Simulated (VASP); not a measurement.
Here is a VASP 6.6.1 calculation.

Contents of INCAR:

```
PREC = Accurate ; ENCUT = 520
EDIFF = 1E-6 ; ISMEAR = 0
SIGMA = 0.02 ; LREAL = F
LASPH = T ; NELM = 80
ALGO = Normal ; ISIF = 2
LWAVE = F ; LCHARG = T
LDIPOL = T ; IDIPOL = 3
DIPOL = 0.5 0.5 0.500 ; GGA = PE
IVDW = 12 ; LELF = T
LVHAR = T ; LVACPOTAV = T
NBANDS = 20
```

File KPOINTS:

```
regular mesh
0
Gamma
  12 12 1
```

Contents of POSCAR:

```
WS2
1.0
    3.1593823587      0.0000000000      0.0000000000
   -1.5796911794      2.7361053828      0.0000000000
    0.0000000000      0.0000000000     32.2996392574
S W
2 1
Direct
    0.3333333333      0.6666666667      0.4512038798
    0.3333333333      0.6666666667      0.5487961202
    0.6666666667      0.3333333333      0.5000000000
```

Potentials or basis: VASP PAW PBE potentials, release 64 (S, W_sv).

Command:

```sh
$ cat potpaw_PBE.64/S/POTCAR potpaw_PBE.64/W_sv/POTCAR > POTCAR
$ mpirun -np 1 vasp_std > vasp.out
```

**Question.** Predict the ionisation potential of the upper face.

**Answer.** 5.65 eV.

**Question.** What does it give for the band gap on the k mesh?

**Answer.** 1.92 eV, direct.

**Question.** Predict the dispersion energy per atom.

**Answer.** -0.310 eV.

Forces in eV/Å, atoms in the order of the input:
```
S    0.000  0.000 -0.003
S    0.000  0.000  0.003
W    0.000  0.000  0.000
```

Caveat: spin-orbit coupling is left out, which moves the levels of the heavy elements.
